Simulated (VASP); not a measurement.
# AlGa3As4 (I-42m) in VASP: further runs

Runs on AlGa3As4. Level: PBE. Tasks: single point.

Everything below comes from runs of VASP 6.6.1. Logs are shortened: lines on timing, memory, paths and dates and some standing lists are left out, and cuts for length are marked.

### 1 The cell of the first run

Symmetry: I-42m, No. 121, tetragonal system. The conventional cell has a = 5.682 Å, b = 5.682 Å, c = 11.366 Å, α = 90.00°, β = 90.00°, γ = 90.00°. Within 3.2 Å of Al (site symmetry -42m) lie 4 As at 2.45 Å. Within 3.3 Å of Ga (site symmetry -42m) lie 4 As at 2.46 Å. Within 3.3 Å of Ga (site symmetry -4) lie 4 As at 2.46 Å. As (site symmetry m) has 1 Al at 2.45 Å and 3 Ga at 2.46 Å within 3.2 Å.

### 2 Single point, PBE (22.94 Å³/atom)

File INCAR:

```
  ALGO = Normal
  EDIFF = 1E-7
  ENCUT = 520
  GGA = PE
  ISIF = 2
  ISMEAR = 0
  LASPH = T
  LCHARG = F
  LREAL = F
  LWAVE = F
  NBANDS = 41
  NELM = 100
  PREC = Accurate
  SIGMA = 0.02
```

File KPOINTS:

```
k-points
0
Gamma
  10 10 10
```

File POSCAR:

```
AlGa3As4
1.0
   -2.8412062965      2.8412062965      5.6828601260
    2.8412062965     -2.8412062965      5.6828601260
    2.8412062965      2.8412062965     -5.6828601260
Al Ga As
1 3 4
Direct
    0.5000000000      0.5000000000      0.0000000000
    0.0000000000      0.0000000000      0.0000000000
    0.2500000000      0.7500000000      0.5000000000
    0.7500000000      0.2500000000      0.5000000000
    0.8740840000      0.8740840000      0.4988700000
    0.3752140000      0.3752140000      0.5011300000
    0.1259160000      0.6247860000      0.0000000000
    0.6247860000      0.1259160000      0.0000000000
```

Potentials or basis: VASP PAW PBE potentials, release 64 (Al, Ga_d, As).

The run is started by

```sh
> cat potpaw_PBE.64/Al/POTCAR potpaw_PBE.64/Ga_d/POTCAR potpaw_PBE.64/As/POTCAR > POTCAR
> mpirun -np 1 vasp_std > vasp.out
```

OUTCAR:

```text
EDIFF = 1E-7
   ENCUT = 520
   GGA = PE
   ISIF = 2
   ISMEAR = 0
   LASPH = T
   LREAL = F
   NELM = 100
   PREC = Accurate

 ion  position               nearest neighbor table
   1  0.500  0.500  0.000-   6 2.45   5 2.45   7 2.45   8 2.45
   2  0.000  0.000  0.000-   6 2.46   7 2.46   8 2.46   5 2.46
   3  0.250  0.750  0.500-   5 2.46   8 2.46   7 2.46   6 2.46
   4  0.750  0.250  0.500-   5 2.46   7 2.46   8 2.46   6 2.46
   5  0.874  0.874  0.499-   1 2.45   2 2.46   3 2.46   4 2.46
   6  0.375  0.375  0.501-   1 2.45   2 2.46   4 2.46   3 2.46
   7  0.126  0.625  0.000-   1 2.45   2 2.46   3 2.46   4 2.46
   8  0.625  0.126  0.000-   1 2.45   2 2.46   4 2.46   3 2.46

  LATTYP: Found a body centered tetragonal cell.
 ALAT       =     5.6824125930
 C/A-ratio  =     2.0001575151

  Lattice vectors:

 A1 = (  -2.8412062965,   2.8412062965,   5.6828601260)
 A2 = (   2.8412062965,  -2.8412062965,   5.6828601260)
 A3 = (   2.8412062965,   2.8412062965,  -5.6828601260)

Analysis of symmetry for initial positions (statically):
=====================================================================
 Subroutine PRICEL returns:
 Original cell was already a primitive cell.

 Routine SETGRP: Setting up the symmetry group for a
 body centered tetragonal supercell.

 Subroutine GETGRP returns: Found  8 space group operations
 (whereof  8 operations were pure point group operations)
 out of a pool of 16 trial point group operations.

The static configuration has the point symmetry D_2d.

Analysis of symmetry for dynamics (positions and initial velocities):
=====================================================================
 Subroutine PRICEL returns:
 Original cell was already a primitive cell.

 Routine SETGRP: Setting up the symmetry group for a
 body centered tetragonal supercell.

 Subroutine GETGRP returns: Found  8 space group operations
 (whereof  8 operations were pure point group operations)
 out of a pool of 16 trial point group operations.

The dynamic configuration has the point symmetry D_2d.

 Subroutine INISYM returns: Found  8 space group operations
 (whereof  8 operations are pure point group operations),
 and found     1 'primitive' translations

----------------------------------------------------------------------------------------

                                     Primitive cell

  volume of cell :     183.4985

  direct lattice vectors                    reciprocal lattice vectors
    -2.841206296  2.841206296  5.682860126     0.000000000  0.175981589  0.087983865
     2.841206296 -2.841206296  5.682860126     0.175981589  0.000000000  0.087983865
     2.841206296  2.841206296 -5.682860126     0.175981589  0.175981589  0.000000000

  length of vectors
     6.959871094  6.959871094  6.959871094     0.196750300  0.196750300  0.248875551

  position of ions in fractional coordinates (direct lattice)
     0.500000000  0.500000000  0.000000000
     0.000000000  0.000000000  0.000000000
     0.250000000  0.750000000  0.500000000
     0.750000000  0.250000000  0.500000000
     0.874084000  0.874084000  0.498870000
     0.375214000  0.375214000  0.501130000
     0.125916000  0.624786000  0.000000000
     0.624786000  0.125916000  0.000000000

  ion indices of the primitive-cell ions
   primitive index   ion index
                 1           1
                 2           2
                 3           3
                 4           4
                 5           5
                 6           6
                 7           7
                 8           8

----------------------------------------------------------------------------------------

 KPOINTS: k-points

Automatic generation of k-mesh.
 Grid dimensions read from file:
 generate k-points for:   10   10   10

 Generating k-lattice:

  Cartesian coordinates                     Fractional coordinates (reciprocal lattice)
     0.000000000  0.017598159  0.008798387     0.100000000 -0.000000000  0.000000000
     0.017598159  0.000000000  0.008798387    -0.000000000  0.100000000  0.000000000
     0.017598159  0.017598159  0.000000000     0.000000000  0.000000000  0.100000000

  Length of vectors
     0.019675030  0.019675030  0.024887555

  Shift w.r.t. Gamma in fractional coordinates (k-lattice)
     0.000000000  0.000000000  0.000000000

 Subroutine IBZKPT returns following result:
 ===========================================

 Found    102 irreducible k-points:

 Following reciprocal coordinates:
            Coordinates               Weight
  0.000000  0.000000  0.000000      1.000000
  0.100000  0.000000 -0.000000      8.000000
  0.200000  0.000000 -0.000000      8.000000
  0.300000  0.000000 -0.000000      8.000000
  0.400000  0.000000  0.000000      8.000000
  0.500000  0.000000 -0.000000      4.000000
[... 16 lines left out ...]
  0.300000  0.300000 -0.000000      8.000000
  0.400000  0.300000 -0.000000     16.000000
 [... further k-points ...]
   k-points           NKPTS =    102   k-points in BZ     NKDIM =    102   number of bands    NBANDS=     41
   number of dos      NEDOS =    301   number of ions     NIONS =      8
   total plane-waves  NPLWV = 157464
   dimension x,y,z NGX =    54 NGY =   54 NGZ =   54
   dimension x,y,z NGXF=   108 NGYF=  108 NGZF=  108
   ions per type =               1   3   4
   NGX,Y,Z   is equivalent  to a cutoff of  12.90, 12.90, 12.90 a.u.
   NGXF,Y,Z  is equivalent  to a cutoff of  25.80, 25.80, 25.80 a.u.
 SYSTEM =  unknown system
   PREC   = accura    normal or accurate (medium, high low for compatibility)
   ISTART =      0    job   : 0-new  1-cont  2-samecut
   ICHARG =      2    charge: 1-file 2-atom 10-const
   ISPIN  =      1    spin polarized calculation?
   LNONCOLLINEAR =      F non collinear calculations
   LSORBIT =      F    spin-orbit coupling
   LASPH  =      T    aspherical Exc in radial PAW
   ENCUT  =  520.0 eV  38.22 Ry    6.18 a.u.  12.94 12.94 12.94*2*pi/ulx,y,z
   NELM   =    100;   NELMIN=  2; NELMDL= -5     # of ELM steps
   EDIFF  = 0.1E-06   stopping-criterion for ELM
   LREAL  =      F    real-space projection
   EDIFFG = 0.1E-05   stopping-criterion for IOM
   NSW    =      0    number of steps for IOM
   IBRION =     -1    ionic relax: 0-MD 1-quasi-New 2-CG
   NFREE  =      0    steps in history (QN), initial steepest desc. (CG)
   ISIF   =      2    stress and relaxation
   ISYM   =      2    0-nonsym 1-usesym 2-fastsym
   POTIM  = 0.5000    time-step for ionic-motion
   TEBEG  =    0.0;   TEEND  =   0.0 temperature during run
   PSTRESS=    0.0 pullay stress
   NELECT =      62.0000    total number of electrons
   NUPDOWN=      -1.0000    fix difference up-down
   EMIN   =  10.00;   EMAX   =-10.00  energy-range for DOS
   EFERMI =   0.00;   METHOD = LEGACY
   ISMEAR =     0;   SIGMA  =   0.02  broadening in eV -4-tet -1-fermi 0-gaus
   EFERMI_NEDOS =   21; number of points for ismear=-14 and -15
   IALGO  =     38    algorithm
   IMIX   =      4    mixing-type and parameters
     AMIX     =   0.40;   BMIX     =  1.00
     AMIX_MAG =   1.60;   BMIX_MAG =  1.00
  volume/ion in A,a.u.               =      22.94       154.79
  Fermi-wavevector in a.u.,A,eV,Ry     =   1.140236  2.154733 17.689438  1.300137
  Thomas-Fermi vector in A             =   2.276938
   LORBIT       =      0    0 simple, 1 ext, 2 COOP (PROOUT), +10 PAW based schemes
   GGA     = PE    functional components
   LHFCALC =     F    Hartree Fock is set to
   AEXX    =    0.0000 exact exchange contribution
   IVDW    =     0    specifies the selected vdW correction
   LEPSILON=     F    determine dielectric tensor
   LRPA    =     F    only Hartree local field effects (RPA)
 non-spin polarized calculation
 Gauss-broadening in eV      SIGMA  =   0.02
  energy-cutoff  :      520.00
  volume of cell :      183.50
 maximum number of plane-waves:      4981
 NGX is ok and might be reduce to    54
   NGX = 25   NGY = 25   NGZ = 25

 number of electron      61.9999985 magnetization

 Free energy of the ion-electron system (eV)
  ---------------------------------------------------
  ext. energy  EPLUGINS =         0.00000000
  ---------------------------------------------------
  free energy    TOTEN  =       -34.15329253 eV

  energy without entropy =      -34.15329253  energy(sigma->0) =      -34.15329253

 E-fermi :   3.8762     XC(G=0):  -9.3897

 val. band max:        3.7810167450   @ k =   0.0000   0.0000   0.0000
 cond. band min:       4.5698671213   @ k =   0.0000   0.0000   0.0000
 fundamental gap:      0.7888503763
 Fermi energy:         3.8761803001

 k-point     1 :       0.0000    0.0000    0.0000
  band No.  band energies     occupation
      1     -10.9667      2.00000
      2     -10.9583      2.00000
      3     -10.9583      2.00000
      4     -10.8824      2.00000
      5     -10.8824      2.00000
      6     -10.8787      2.00000
[... 33 lines left out ...]
     40       8.4316      0.00000
     41       8.8161      0.00000

 k-point     2 :       0.1000    0.0000   -0.0000
  band No.  band energies     occupation
      1     -10.9657      2.00000
      2     -10.9584      2.00000
      3     -10.9573      2.00000
      4     -10.8845      2.00000
      5     -10.8818      2.00000
      6     -10.8788      2.00000
[... 33 lines left out ...]
     40       8.4166      0.00000
     41       8.9071      0.00000

 k-point     3 :       0.2000    0.0000   -0.0000
  band No.  band energies     occupation
      1     -10.9633      2.00000
      2     -10.9580      2.00000
      3     -10.9546      2.00000
      4     -10.8908      2.00000
      5     -10.8799      2.00000
      6     -10.8784      2.00000
[... 33 lines left out ...]
     40       8.4350      0.00000
     41       8.9201      0.00000

 k-point     4 :       0.3000    0.0000   -0.0000
  band No.  band energies     occupation
      1     -10.9621      2.00000
      2     -10.9555      2.00000
      3     -10.9502      2.00000
      4     -10.8999      2.00000
      5     -10.8774      2.00000
      6     -10.8773      2.00000
[... 825 lines left out ...]
     40       8.0529      0.00000
     41       8.8553      0.00000

 k-point    23 :       0.3000    0.3000   -0.0000
  band No.  band energies     occupation
      1     -10.9651      2.00000
      2     -10.9454      2.00000
      3     -10.9442      2.00000
      4     -10.9167      2.00000
      5     -10.8759      2.00000
      6     -10.8749      2.00000
[... 33 lines left out ...]
     40       8.7473      0.00000
     41       9.4910      0.00000

 k-point    24 :       0.4000    0.3000   -0.0000
  band No.  band energies     occupation
      1     -10.9652      2.00000
      2     -10.9440      2.00000
      3     -10.9382      2.00000
      4     -10.9237      2.00000
      5     -10.8751      2.00000
      6     -10.8740      2.00000
[... 33 lines left out ...]
     40       8.6269      0.00000
     41       9.2855      0.00000

 [... further k-points ...]

------------------------ aborting loop because EDIFF is reached ----------------------------------------

  FORCE on cell =-STRESS in cart. coord.  units (eV):
  Direction    XX          YY          ZZ          XY          YZ          ZX
  --------------------------------------------------------------------------------------
  -------------------------------------------------------------------------------------
  Total        2.6009952      2.6009952      2.5978213      0.0000000      0.0000000      0.0000000
  in kB       22.7100264     22.7100264     22.6823140      0.0000000      0.0000000      0.0000000
  external PRESSURE =      22.7007889 kB  Pullay stress =       0.0000000 kB

 VOLUME and BASIS-vectors are now :
 -----------------------------------------------------------------------------
  energy-cutoff  :      520.00
  volume of cell :      183.50
      direct lattice vectors                 reciprocal lattice vectors
    -2.841206296  2.841206296  5.682860126     0.000000000  0.175981589  0.087983865
     2.841206296 -2.841206296  5.682860126     0.175981589  0.000000000  0.087983865
     2.841206296  2.841206296 -5.682860126     0.175981589  0.175981589  0.000000000

 POSITION                                       TOTAL-FORCE (eV/Angst)
 -----------------------------------------------------------------------------------
      0.00000      0.00000      5.68286        -0.000000      0.000000      0.000000
      0.00000      0.00000      0.00000         0.000000      0.000000      0.000000
      2.84121     -0.00000      2.84143         0.000000      0.000000      0.000000
     -0.00000      2.84121      2.84143         0.000000      0.000000      0.000000
      1.41739      1.41739      7.09959         0.002249      0.002249      0.003030
      1.42381      1.42381      1.41673        -0.002249     -0.002249      0.003030
      1.41739     -1.41739      4.26613         0.002249     -0.002249     -0.003030
     -1.41739      1.41739      4.26613        -0.002249      0.002249     -0.003030
 -----------------------------------------------------------------------------------
    total drift:                                0.000007      0.000007     -0.000000

  FREE ENERGIE OF THE ION-ELECTRON SYSTEM (eV)
  ---------------------------------------------------
  free  energy   TOTEN  =       -34.1532925264 eV

  energy  without entropy=      -34.1532925264  energy(sigma->0) =      -34.15329253
```

Run time: 17 min. Hardware: 1 thread of Intel Xeon Platinum 8488C (Sapphire Rapids), shared host; peak memory 0.84 GiB.

What came out:

| Item | Value |
| --- | --- |
| Free energy | -34.1533 eV |
| Pressure | 2.3 GPa |
| Largest force | 0.004 eV/Å |
| Band gap on the k mesh | 0.79 eV |

Forces in eV/Å, atoms in the order of the input:
```
Al   0.000  0.000  0.000
Ga   0.000  0.000  0.000
Ga   0.000  0.000  0.000
Ga   0.000  0.000  0.000
As   0.002  0.002  0.003
As  -0.002 -0.002  0.003
As   0.002 -0.002 -0.003
As  -0.002  0.002 -0.003
```

Caveat: semilocal functionals underestimate gaps, and a narrow one can read as zero. A k mesh can miss the band edges.

(Part 1 of 2 ends here.)
